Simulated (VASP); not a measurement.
Runs of VASP 6.6.1 on Ag. The structure is that of space group P6_3/mmc (No. 194), or close to it. The cells are those of the table. 

| level | potentials or basis | cell | gap on the mesh (eV) | pressure (GPa) |
| --- | --- | --- | --- | --- |
| PBEsol | VASP PAW PBE potentials, release 64 (Ag) | a = 2.854, b = 2.854, c = 9.459 Å, angles 90.0, 90.0, 120.0°, 4 atoms | none | -0.4 |
| LDA | VASP PAW LDA potentials, release 64 (Ag) | a = 2.886, b = 2.886, c = 10.000 Å, angles 90.0, 90.0, 120.0°, 4 atoms | none | (b) |
| PBEsol | VASP PAW PBE potentials, release 64 (Ag) | a = 2.886, b = 2.886, c = 10.000 Å, angles 90.0, 90.0, 120.0°, 4 atoms | none | -7.3 |
| PBE | VASP PAW PBE potentials, release 64 (Ag) | a = 2.827, b = 2.827, c = 9.796 Å, angles 90.0, 90.0, 120.0°, 4 atoms | none | (c) |
| PBEsol | VASP PAW PBE potentials, release 64 (Ag) | a = 2.943, b = 2.943, c = 10.196 Å, angles 90.0, 90.0, 120.0°, 4 atoms | none | -10.8 |
| PBE | VASP PAW PBE potentials, release 64 (Ag) | a = 2.847, b = 2.847, c = 9.865 Å, angles 90.0, 90.0, 120.0°, 4 atoms | none | (a) |
| PBEsol | VASP PAW PBE potentials, release 64 (Ag) | a = 2.853, b = 2.853, c = 9.453 Å, angles 90.0, 90.0, 120.0°, 4 atoms | none | -0.2 |
| PBE | VASP PAW PBE potentials, release 64 (Ag) | a = 2.867, b = 2.867, c = 9.933 Å, angles 90.0, 90.0, 120.0°, 4 atoms | none | 1.2 |
| PBE | VASP PAW PBE potentials, release 64 (Ag) | a = 2.924, b = 2.924, c = 10.132 Å, angles 90.0, 90.0, 120.0°, 4 atoms | none | -3.6 |
| PBE | VASP PAW PBE potentials, release 64 (Ag) | a = 2.886, b = 2.886, c = 10.000 Å, angles 90.0, 90.0, 120.0°, 4 atoms | none | -0.6 |

Alike in all rows: task single point; no spin polarisation; k mesh 11 × 11 × 3; cutoff (eV) 520; smearing fermi-dirac 0.05 eV.

Q: Fill in the values left out.

A: (a) 3.3; (b) -11.2; (c) 5.7.

Caveats: the PAW data sets were made with another functional, which shifts forces and pressure a little (some runs).

A k mesh can miss the band edges, and the runs leave out spin-orbit coupling on Ag.

A gap of «none» marks levels without a gap at the run's occupations.
